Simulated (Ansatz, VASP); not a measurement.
# TaC in VASP and in Ansatz

INCAR

```
SYSTEM = TaC
ALGO = Normal ; DIPOL = 0.5 0.5 0.500
EDIFF = 1E-6 ; ENCUT = 520
GGA = PS ; IDIPOL = 3
ISIF = 2 ; ISMEAR = 0
LASPH = .True. ; LCHARG = .True.
LDIPOL = .True. ; LELF = .True.
LREAL = .False. ; LVACPOTAV = .True.
LVHAR = .True. ; LWAVE = .False.
NBANDS = 66 ; NELM = 80
PREC = Accurate ; SIGMA = 0.1
```

Contents of KPOINTS:

```
k-points
0
Gamma
  5 4 1
  0 0 0
```

File POSCAR:

```
TaC
1.0
    3.1393031999      0.0000000000      0.0000000000
    0.0000000000      4.4396451617      0.0000000000
    0.0000000000      0.0000000000     24.4179095998
Ta C
7 7
Direct
    0.5000000000      0.5000000000      0.3071515999
    0.0000000000      0.0000000000      0.3714343999
    0.5000000000      0.5000000000      0.4357172000
    0.0000000000      0.0000000000      0.5000000000
    0.5000000000      0.5000000000      0.5642828000
    0.0000000000      0.0000000000      0.6285656001
    0.5000000000      0.5000000000      0.6928484001
    0.5000000000      0.0000000000      0.3071515999
    0.0000000000      0.5000000000      0.3714343999
    0.5000000000      0.0000000000      0.4357172000
    0.0000000000      0.5000000000      0.5000000000
    0.5000000000      0.0000000000      0.5642828000
    0.0000000000      0.5000000000      0.6285656001
    0.5000000000      0.0000000000      0.6928484001
```

Input for Ansatz:

```yaml
crystal:
  lattice:
    - [3.1393031999, 0.0, 0.0]
    - [0.0, 4.4396451617, 0.0]
    - [0.0, 0.0, 24.4179095998]
  atoms:
    - { symbol: Ta, position: [0.5, 0.5, 0.3071515999] }
    - { symbol: C, position: [0.5, 0.0, 0.3071515999] }
    - { symbol: Ta, position: [0.0, 0.0, 0.3714343999] }
    - { symbol: C, position: [0.0, 0.5, 0.3714343999] }
    - { symbol: Ta, position: [0.5, 0.5, 0.4357172] }
    - { symbol: C, position: [0.5, 0.0, 0.4357172] }
    - { symbol: Ta, position: [0.0, 0.0, 0.5] }
    - { symbol: C, position: [0.0, 0.5, 0.5] }
    - { symbol: Ta, position: [0.5, 0.5, 0.5642828] }
    - { symbol: C, position: [0.5, 0.0, 0.5642828] }
    - { symbol: Ta, position: [0.0, 0.0, 0.6285656001] }
    - { symbol: C, position: [0.0, 0.5, 0.6285656001] }
    - { symbol: Ta, position: [0.5, 0.5, 0.6928484001] }
    - { symbol: C, position: [0.5, 0.0, 0.6928484001] }
basis:
  ecutwfc: 420
kpoints:
  mp_grid: { grid: [5, 4, 1] }
hamiltonian:
  xc: pbesol
scf:
  occupations: { method: gaussian, width: 0.1 }
output:
  forces: true
  stress: true
  eigenvalues: true
efield:
  axis: 3
  dipole_correction: true
  ramp_width: 0.04
```

Alike in both runs: task single point; functional PBEsol; k mesh 5 × 4 × 1; occupations gaussian, width 0.1 eV; no spin polarisation.

```csv
,VASP,Ansatz
version,VASP 6.6.1,Ansatz 0.2.0
potentials or method,"VASP PAW PBE potentials, release 64 (Ta_pv, C), cutoff 520 eV","scalar-relativistic, plane waves, PAW"
valence electrons in the cell,105,119
```

VASP gave:

| Property | Result |
| --- | --- |
| gap on the k mesh at the Fermi level (eV) | none |
| rms of the force components (eV/Å) | 0.787 |
| work function, face that differs most (eV) | 3.95 |

Task: Which values does Ansatz return?

Result: gap on the k mesh at the Fermi level (eV): none; rms of the force components (eV/Å): 0.788; work function, face that differs most (eV): 3.95.

VASP's potentials were made for PBE, not for PBEsol. A gap of «none» marks a metal or a gap that the smearing closes. VASP's potentials hold 105 valence electrons a cell and Ansatz's 119, so a difference there can come from the potentials and not from the codes.

The k mesh is coarse, so the values compare programs but aren't converged. Neither program's run includes spin-orbit coupling.
